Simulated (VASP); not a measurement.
Input of a VASP 6.6.1 run:

Contents of INCAR:

```
SYSTEM = Rh
PREC     = Accurate       ! precision mode
ENCUT    = 520            ! plane-wave cutoff, eV
EDIFF    = 1E-7           ! SCF threshold, eV
ISMEAR   = 1              ! smearing method
SIGMA    = 0.02           ! smearing width, eV
LREAL    = .False.        ! projectors in reciprocal space
LASPH    = .True.         ! aspherical terms in the spheres
NELM     = 100            ! most SCF steps
ALGO     = Fast           ! electronic algorithm
ISIF     = 2              ! what is computed and relaxed
LWAVE    = .False.        ! write WAVECAR
LCHARG   = .True.         ! write CHGCAR
GGA      = PE             ! functional
LELF     = .True.         ! ELF
LVHAR    = .True.       
NBANDS   = 14             ! bands
```

Contents of KPOINTS:

```
regular mesh
0
Gamma
  22 22 22
  0 0 0
```

The input POSCAR:

```
Rh
1.0
    0.0000000000      1.8540112500      1.9966275000
    1.8540112500      0.0000000000      1.9966275000
    1.8540112500      1.8540112500      0.0000000000
Rh
1
Direct
    0.0000000000      0.0000000000      0.0000000000
```

Potentials or basis: VASP PAW PBE potentials, release 64 (Rh_pv).

The run is started by

```sh
$ cat potpaw_PBE.64/Rh_pv/POTCAR > POTCAR
$ mpirun -np 1 vasp_std > vasp.out
```

Task: Estimate the pressure.

Result: 7.2 GPa.

Stress tensor (GPa, compression positive):
```
13.51  0.00  0.00
 0.00 13.51  0.00
 0.00  0.00 -5.57
```

Caveat: the cell differs from its parent crystal (strain -0.025 along x and y, +0.050 along z).
